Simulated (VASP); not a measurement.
# AlN (Cm) in VASP: a series of runs

The runs below take AlN through single point, with PBE.

All numbers are computed with VASP 6.6.1; they aren't measurements. Logs are shortened: lines on timing, memory, paths and dates and some standing lists are left out, and cuts for length are marked.

### 1 The cell of the first run

Symmetry: Cm, No. 8, monoclinic system. Conventional cell: a = 5.422 Å, b = 3.130 Å, c = 5.018 Å, α = 90.00°, β = 90.00°, γ = 90.00°. Within 2.5 Å of Al (site symmetry m) lie 4 N at 1.89 to 1.95 Å. Al (site symmetry m) has 4 N at 1.86 to 1.93 Å within 2.5 Å. Within 2.5 Å of N (site symmetry m) lie 4 Al at 1.86 to 1.93 Å. Within 2.5 Å of N (site symmetry m) lie 4 Al at 1.89 to 1.95 Å.

### 2 Single point, PBE

Contents of INCAR:

```
PREC = Accurate ; ENCUT = 520
EDIFF = 1E-7 ; ISMEAR = 0
SIGMA = 0.05 ; LREAL = F
LASPH = T ; NELM = 100
ALGO = Normal ; ISIF = 2
LWAVE = F ; LCHARG = F
GGA = PE ; NBANDS = 16
```

Contents of KPOINTS:

```
regular mesh
0
Gamma
  12 12 6
```

Contents of POSCAR:

```
AlN
1.0
    3.1302395629      0.0000000000      0.0000000000
   -1.5651197815      2.7108669814      0.0000000000
    0.0000000000      0.0000000000      5.0179796548
Al N
2 2
Direct
    0.3508542396      0.6754271198      0.0048419399
    0.6841875729      0.3420937865      0.5048419399
    0.3333333333      0.6666666667      0.3832712825
    0.6666666667      0.3333333333      0.8832712825
```

Potentials or basis: VASP PAW PBE potentials, release 64 (Al, N).

The run is started by

```
> cat potpaw_PBE.64/Al/POTCAR potpaw_PBE.64/N/POTCAR > POTCAR
> mpirun -np 1 vasp_std > vasp.out
```

OUTCAR:

```text
PREC = Accurate
   ENCUT = 520
   EDIFF = 1E-7
   ISMEAR = 0
   LREAL = F
   LASPH = T
   NELM = 100
   ISIF = 2
   GGA = PE

 ion  position               nearest neighbor table
   1  0.351  0.675  0.005-   4 1.89   4 1.89   3 1.90   4 1.95   2 3.09   2 3.09   2 3.09   2 3.09
                             2 3.09   2 3.09
   2  0.684  0.342  0.505-   3 1.86   4 1.90   3 1.93   3 1.93   1 3.09   1 3.09   1 3.09   1 3.09
                             1 3.09   1 3.09
   3  0.333  0.667  0.383-   2 1.86   1 1.90   2 1.93   2 1.93
   4  0.667  0.333  0.883-   1 1.89   1 1.89   2 1.90   1 1.95

  LATTYP: Found a hexagonal cell.
 ALAT       =     3.1302395629
 C/A-ratio  =     1.6030656932

  Lattice vectors:

 A1 = (   3.1302395629,   0.0000000000,   0.0000000000)
 A2 = (  -1.5651197815,   2.7108669814,   0.0000000000)
 A3 = (   0.0000000000,   0.0000000000,   5.0179796548)

Analysis of symmetry for initial positions (statically):
=====================================================================
 Subroutine PRICEL returns:
 Original cell was already a primitive cell.

 Routine SETGRP: Setting up the symmetry group for a
 hexagonal supercell.

 Subroutine GETGRP returns: Found  2 space group operations
 (whereof  2 operations were pure point group operations)
 out of a pool of 24 trial point group operations.

The static configuration has the point symmetry C_1h.

Analysis of symmetry for dynamics (positions and initial velocities):
=====================================================================
 Subroutine PRICEL returns:
 Original cell was already a primitive cell.

 Routine SETGRP: Setting up the symmetry group for a
 hexagonal supercell.

 Subroutine GETGRP returns: Found  2 space group operations
 (whereof  2 operations were pure point group operations)
 out of a pool of 24 trial point group operations.

The dynamic configuration has the point symmetry C_1h.

 Subroutine INISYM returns: Found  2 space group operations
 (whereof  2 operations are pure point group operations),
 and found     1 'primitive' translations

----------------------------------------------------------------------------------------

                                     Primitive cell

  volume of cell :      42.5809

  direct lattice vectors                    reciprocal lattice vectors
     3.130239563  0.000000000  0.000000000     0.319464367  0.184442838  0.000000000
    -1.565119781  2.710866981  0.000000000     0.000000000  0.368885676  0.000000000
     0.000000000  0.000000000  5.017979655     0.000000000  0.000000000  0.199283391

  length of vectors
     3.130239563  3.130239563  5.017979655     0.368885676  0.368885676  0.199283391

  position of ions in fractional coordinates (direct lattice)
     0.350854240  0.675427120  0.004841940
     0.684187573  0.342093787  0.504841940
     0.333333333  0.666666667  0.383271282
     0.666666667  0.333333333  0.883271282

  ion indices of the primitive-cell ions
   primitive index   ion index
                 1           1
                 2           2
                 3           3
                 4           4

----------------------------------------------------------------------------------------

 KPOINTS: regular mesh

Automatic generation of k-mesh.
 Grid dimensions read from file:
 generate k-points for:   12   12    6

 Generating k-lattice:

  Cartesian coordinates                     Fractional coordinates (reciprocal lattice)
     0.026622031  0.015370237  0.000000000     0.083333333 -0.000000000  0.000000000
     0.000000000  0.030740473  0.000000000     0.000000000  0.083333333  0.000000000
     0.000000000  0.000000000  0.033213898     0.000000000  0.000000000  0.166666667

  Length of vectors
     0.030740473  0.030740473  0.033213898

  Shift w.r.t. Gamma in fractional coordinates (k-lattice)
     0.000000000  0.000000000  0.000000000

 Subroutine IBZKPT returns following result:
 ===========================================

 Found    242 irreducible k-points:

 Following reciprocal coordinates:
            Coordinates               Weight
  0.000000  0.000000  0.000000      1.000000
  0.083333  0.000000  0.000000      2.000000
  0.000000  0.083333  0.000000      4.000000
  0.166667  0.000000  0.000000      2.000000
  0.000000  0.166667  0.000000      4.000000
  0.250000  0.000000  0.000000      2.000000
[... 16 lines left out ...]
 -0.083333  0.416667  0.000000      4.000000
 -0.416667  0.333333  0.000000      4.000000
 [... further k-points ...]
   k-points           NKPTS =    242   k-points in BZ     NKDIM =    242   number of bands    NBANDS=     16
   number of dos      NEDOS =    301   number of ions     NIONS =      4
   total plane-waves  NPLWV =  23040
   dimension x,y,z NGX =    24 NGY =   24 NGZ =   40
   dimension x,y,z NGXF=    48 NGYF=   48 NGZF=   80
   ions per type =               2   2
   NGX,Y,Z   is equivalent  to a cutoff of  12.75, 12.75, 13.25 a.u.
   NGXF,Y,Z  is equivalent  to a cutoff of  25.49, 25.49, 26.50 a.u.
 SYSTEM =  unknown system
   PREC   = accura    normal or accurate (medium, high low for compatibility)
   ISTART =      0    job   : 0-new  1-cont  2-samecut
   ICHARG =      2    charge: 1-file 2-atom 10-const
   ISPIN  =      1    spin polarized calculation?
   LNONCOLLINEAR =      F non collinear calculations
   LSORBIT =      F    spin-orbit coupling
   LASPH  =      T    aspherical Exc in radial PAW
   ENCUT  =  520.0 eV  38.22 Ry    6.18 a.u.   5.82  5.82  9.33*2*pi/ulx,y,z
   NELM   =    100;   NELMIN=  2; NELMDL= -5     # of ELM steps
   EDIFF  = 0.1E-06   stopping-criterion for ELM
   LREAL  =      F    real-space projection
   EDIFFG = 0.1E-05   stopping-criterion for IOM
   NSW    =      0    number of steps for IOM
   IBRION =     -1    ionic relax: 0-MD 1-quasi-New 2-CG
   NFREE  =      0    steps in history (QN), initial steepest desc. (CG)
   ISIF   =      2    stress and relaxation
   ISYM   =      2    0-nonsym 1-usesym 2-fastsym
   POTIM  = 0.5000    time-step for ionic-motion
   TEBEG  =    0.0;   TEEND  =   0.0 temperature during run
   PSTRESS=    0.0 pullay stress
   NELECT =      16.0000    total number of electrons
   NUPDOWN=      -1.0000    fix difference up-down
   EMIN   =  10.00;   EMAX   =-10.00  energy-range for DOS
   EFERMI =   0.00;   METHOD = LEGACY
   ISMEAR =     0;   SIGMA  =   0.05  broadening in eV -4-tet -1-fermi 0-gaus
   EFERMI_NEDOS =   21; number of points for ismear=-14 and -15
   IALGO  =     38    algorithm
   IMIX   =      4    mixing-type and parameters
     AMIX     =   0.40;   BMIX     =  1.00
     AMIX_MAG =   1.60;   BMIX_MAG =  1.00
  volume/ion in A,a.u.               =      10.65        71.84
  Fermi-wavevector in a.u.,A,eV,Ry     =   1.181345  2.232418 18.987951  1.395575
  Thomas-Fermi vector in A             =   2.317620
   LORBIT       =      0    0 simple, 1 ext, 2 COOP (PROOUT), +10 PAW based schemes
   GGA     = PE    functional components
   LHFCALC =     F    Hartree Fock is set to
   AEXX    =    0.0000 exact exchange contribution
   IVDW    =     0    specifies the selected vdW correction
   LEPSILON=     F    determine dielectric tensor
   LRPA    =     F    only Hartree local field effects (RPA)
 non-spin polarized calculation
 Gauss-broadening in eV      SIGMA  =   0.05
  energy-cutoff  :      520.00
  volume of cell :       42.58
 maximum number of plane-waves:      1170
   NGX = 11   NGY = 11   NGZ = 19

 number of electron      15.9999998 magnetization

 Free energy of the ion-electron system (eV)
  ---------------------------------------------------
  ext. energy  EPLUGINS =         0.00000000
  ---------------------------------------------------
  free energy    TOTEN  =       -29.74639786 eV

  energy without entropy =      -29.74639786  energy(sigma->0) =      -29.74639786

 E-fermi :   6.2418     XC(G=0): -10.8268

 val. band max:        5.9459621838   @ k =   0.0000   0.0000   0.0000
 cond. band min:       9.9982228658   @ k =   0.0000   0.0000   0.0000
 fundamental gap:      4.0522606819
 Fermi energy:         6.2417680728

 k-point     1 :       0.0000    0.0000    0.0000
  band No.  band energies     occupation
      1      -9.1039      2.00000
      2      -7.0193      2.00000
      3       0.0399      2.00000
      4       5.1244      2.00000
      5       5.1278      2.00000
      6       5.7632      2.00000
[... 8 lines left out ...]
     15      18.9548      0.00000
     16      18.9650      0.00000

 k-point     2 :       0.0833    0.0000    0.0000
  band No.  band energies     occupation
      1      -9.0173      2.00000
      2      -6.9704      2.00000
      3       0.1436      2.00000
      4       4.7191      2.00000
      5       5.0111      2.00000
      6       5.3670      2.00000
[... 8 lines left out ...]
     15      18.9716      0.00000
     16      19.0174      0.00000

 k-point     3 :       0.0000    0.0833    0.0000
  band No.  band energies     occupation
      1      -9.0173      2.00000
      2      -6.9704      2.00000
      3       0.1436      2.00000
      4       4.7172      2.00000
      5       5.0087      2.00000
      6       5.3784      2.00000
[... 8 lines left out ...]
     15      18.9663      0.00000
     16      19.0297      0.00000

 k-point     4 :       0.1667    0.0000    0.0000
  band No.  band energies     occupation
      1      -8.7652      2.00000
      2      -6.8370      2.00000
      3       0.4494      2.00000
      4       3.7248      2.00000
      5       4.4939      2.00000
      6       4.7427      2.00000
[... 8 lines left out ...]
     15      18.2427      0.00000
     16      18.6337      0.00000
[... 324 lines left out ...]
 k-point    22 :       0.3333    0.0833    0.0000
  band No.  band energies     occupation
      1      -7.6024      2.00000
      2      -6.4684      2.00000
      3       1.1998      2.00000
      4       1.9737      2.00000
      5       2.3332      2.00000
      6       3.8488      2.00000
[... 8 lines left out ...]
     15      18.0772      0.00000
     16      20.5504      0.00000

 k-point    23 :      -0.0833    0.4167    0.0000
  band No.  band energies     occupation
      1      -7.6025      2.00000
      2      -6.4679      2.00000
      3       1.1975      2.00000
      4       1.9758      2.00000
      5       2.3296      2.00000
      6       3.8568      2.00000
[... 8 lines left out ...]
     15      18.0465      0.00000
     16      20.5586      0.00000

 k-point    24 :      -0.4167    0.3333    0.0000
  band No.  band energies     occupation
      1      -7.6025      2.00000
      2      -6.4680      2.00000
      3       1.1983      2.00000
      4       1.9751      2.00000
      5       2.3291      2.00000
      6       3.8577      2.00000
[... 8 lines left out ...]
     15      18.0610      0.00000
     16      20.5542      0.00000

 [... further k-points ...]
[... 5 lines left out ...]
  --------------------------------------------------------------------------------------
  -------------------------------------------------------------------------------------
  Total       -0.1131547     -0.1525651      0.3178085      0.0341304     -0.2349820     -0.4070008
  in kB       -4.2576376     -5.7405185     11.9580792      1.2842126     -8.8415931    -15.3140883
  external PRESSURE =       0.6533077 kB  Pullay stress =       0.0000000 kB

 VOLUME and BASIS-vectors are now :
 -----------------------------------------------------------------------------
  energy-cutoff  :      520.00
  volume of cell :       42.58
      direct lattice vectors                 reciprocal lattice vectors
     3.130239563  0.000000000  0.000000000     0.319464367  0.184442838  0.000000000
    -1.565119781  2.710866981  0.000000000     0.000000000  0.368885676  0.000000000
     0.000000000  0.000000000  5.017979655     0.000000000  0.000000000  0.199283391

 POSITION                                       TOTAL-FORCE (eV/Angst)
 -----------------------------------------------------------------------------------
      0.04113      1.83099      0.02430        -0.523373     -0.302170     -0.159886
      1.60625      0.92737      2.53329        -0.613596     -0.354260     -0.156495
     -0.00000      1.80724      1.92325         0.614024      0.354507      0.156350
      1.56512      0.90362      4.43224         0.522945      0.301922      0.160031
 -----------------------------------------------------------------------------------
    total drift:                               -0.000056     -0.000032      0.000631

  FREE ENERGIE OF THE ION-ELECTRON SYSTEM (eV)
  ---------------------------------------------------
  free  energy   TOTEN  =       -29.7463978596 eV

  energy  without entropy=      -29.7463978596  energy(sigma->0) =      -29.74639786
```

It took 73 s on 1 thread of Intel Xeon Platinum 8488C (Sapphire Rapids), shared host; peak memory 0.25 GiB.

What came out:

```yaml
Free_energy: -29.7464 eV
Pressure: 0.1 GPa
Largest_force: 0.726 eV/Å
Band_gap_on_the_k_mesh: 4.05 eV, direct
```

Forces in eV/Å, atoms in the order of the input:
```
Al  -0.523 -0.302 -0.160
Al  -0.614 -0.354 -0.156
N    0.614  0.355  0.156
N    0.523  0.302  0.160
```

Levels at points of the mesh, in eV from the valence-band top:
```csv
k point,band 5,band 6,band 7,band 8,band 9,band 10,band 11,band 12
"(0.00, 0.00, 0.00)",-0.82,-0.18,-0.15,0.00,4.05,6.51,10.43,11.05
"(0.50, 0.00, 0.00)",-3.30,-2.03,-1.76,-0.64,5.75,5.77,8.04,10.16
"(0.00, 0.50, 0.00)",-3.30,-2.02,-1.76,-0.64,5.75,5.76,8.03,10.17
"(0.00, 0.00, 0.50)",-0.59,-0.59,-0.40,-0.39,6.30,6.30,10.17,10.17
"(0.50, 0.00, 0.50)",-1.49,-1.40,-1.33,-1.30,5.24,5.26,9.12,9.25
"(0.00, 0.50, 0.50)",-1.49,-1.41,-1.34,-1.28,5.24,5.25,9.14,9.21
```

Caveat: the cell differs from its parent crystal (all Al atoms moved -0.050 Å, as atom 1 towards its neighbour atom 4 (N) at 1.902 Å).

### 3 Single point, PBE

Contents of INCAR:

```
  ALGO = Normal
  EDIFF = 1E-6
  ENCUT = 520
  GGA = PE
  ISIF = 2
  ISMEAR = 0
  LASPH = T
  LCHARG = F
  LREAL = F
  LWAVE = F
  NBANDS = 16
  NELM = 60
  PREC = Accurate
  SIGMA = 0.05
```

Contents of KPOINTS:

```
k-points
0
Gamma
  12 12 6
```

POSCAR, as its differences from that of step 2:

```diff
@@ -8,4 +8,4 @@
 Direct
-    0.3508542396      0.6754271198      0.0048419399
-    0.6841875729      0.3420937865      0.5048419399
+    0.3245728802      0.6622864401      0.0001721063
+    0.6579062135      0.3289531068      0.5001721063
     0.3333333333      0.6666666667      0.3832712825
```

Potentials or basis: VASP PAW PBE potentials, release 64 (Al, N).

The run is started by

```
> cat potpaw_PBE.64/Al/POTCAR potpaw_PBE.64/N/POTCAR > POTCAR
> mpirun -np 1 vasp_std > vasp.out
```

It took 64 s on 1 thread of Intel Xeon Platinum 8488C (Sapphire Rapids), shared host; peak memory 0.26 GiB.

It converged, with:

| Quantity | Value |
| --- | --- |
| Free energy | -29.7716 eV |
| Pressure | -0.2 GPa |
| Largest force | 0.373 eV/Å |
| Band gap on the k mesh | 4.01 eV, direct |

Forces in eV/Å, atoms in the order of the input:
```
Al   0.311  0.179  0.101
Al   0.287  0.166  0.101
N   -0.287 -0.166 -0.101
N   -0.311 -0.179 -0.101
```

Stress tensor (GPa, compression positive):
```
 0.14  0.03  0.75
 0.03  0.10  0.43
 0.75  0.43 -0.84
```

Levels at points of the mesh, in eV from the valence-band top:
```
           k point  band 4  band 5  band 6  band 7  band 8  band 9  band 10  band 11  band 12  band 13
(0.00, 0.00, 0.00)   -0.89   -0.89   -0.24   -0.24    0.00    4.01     6.48    10.44    10.99    10.99
(0.50, 0.00, 0.00)   -4.16   -3.31   -2.09   -1.76   -0.72    5.73     5.75     7.99    10.10    10.79
(0.00, 0.50, 0.00)   -4.16   -3.31   -2.09   -1.76   -0.72    5.73     5.74     7.99    10.11    10.79
(0.00, 0.00, 0.50)   -3.32   -0.62   -0.62   -0.52   -0.52    6.29     6.29    10.13    10.13    11.27
(0.50, 0.00, 0.50)   -5.53   -1.52   -1.44   -1.39   -1.34    5.22     5.23     9.07     9.13    11.55
(0.00, 0.50, 0.50)   -5.54   -1.51   -1.47   -1.37   -1.34    5.22     5.22     9.08     9.11    11.55
```

Caveat: the cell differs from its parent crystal (all Al atoms moved +0.025 Å, as atom 1 towards its neighbour atom 4 (N) at 1.902 Å).

### 4 Single point, PBE

Contents of INCAR:

```
ALGO     = Normal         # electronic algorithm
EDIFF    = 1E-6           # SCF threshold, eV
ENCUT    = 520            # plane-wave cutoff, eV
GGA      = PE             # functional
ISIF     = 2              # what is computed and relaxed
ISMEAR   = 0              # smearing method
LASPH    = True           # aspherical terms in the spheres
LCHARG   = True           # write CHGCAR
LELF     = True           # ELF
LREAL    = False          # projectors in reciprocal space
LVHAR    = True         
LWAVE    = False          # write WAVECAR
NBANDS   = 16             # bands
NELM     = 100            # most SCF steps
PREC     = Accurate       # precision mode
SIGMA    = 0.05           # smearing width, eV
```

KPOINTS is that of step 3.

POSCAR, as its differences from that of step 3:

```diff
@@ -8,4 +8,4 @@
 Direct
-    0.3245728802      0.6622864401      0.0001721063
-    0.6579062135      0.3289531068      0.5001721063
+    0.2982915208      0.6491457604     -0.0044977273
+    0.6316248541      0.3158124271      0.4955022727
     0.3333333333      0.6666666667      0.3832712825
```

The run is started by

```
> cat potpaw_PBE.64/Al/POTCAR potpaw_PBE.64/N/POTCAR > POTCAR
> mpirun -np 1 vasp_std > vasp.out
```

Wall time 72 s (1 thread of Intel Xeon Platinum 8488C (Sapphire Rapids), shared host); peak memory 0.25 GiB.

It converged, with:

| Property | Result |
| --- | --- |
| Free energy | -29.6307 eV |
| Pressure | 0.9 GPa |
| Largest force | 1.780 eV/Å |
| Band gap on the k mesh | 3.88 eV, direct |

Forces in eV/Å, atoms in the order of the input:
```
Al   1.477  0.853  0.498
Al   1.074  0.620  0.470
N   -1.072 -0.619 -0.469
N   -1.479 -0.854 -0.499
```

Stress tensor (GPa, compression positive):
```
 2.89  0.57  3.03
 0.57  2.23  1.75
 3.03  1.75 -2.35
```

Levels at points of the mesh, in eV from the valence-band top:
```csv
k point,band 6,band 7,band 8,band 9,band 10,band 11
"(0.00, 0.00, 0.00)",-0.39,-0.34,0.00,3.88,6.35,10.35
"(0.50, 0.00, 0.00)",-2.26,-1.83,-0.85,5.63,5.68,7.86
"(0.00, 0.50, 0.00)",-2.22,-1.83,-0.84,5.61,5.65,7.82
"(0.00, 0.00, 0.50)",-0.91,-0.53,-0.51,6.18,6.18,9.97
"(0.50, 0.00, 0.50)",-1.53,-1.46,-1.34,5.10,5.13,8.82
"(0.00, 0.50, 0.50)",-1.60,-1.43,-1.32,5.11,5.12,8.85
```

Caveat: the cell differs from its parent crystal (all Al atoms moved +0.100 Å, as atom 1 towards its neighbour atom 4 (N) at 1.902 Å); forces of over 1 eV/Å act on the atoms, so gaps and moduli don't describe the material at rest. A k mesh can miss the band edges.
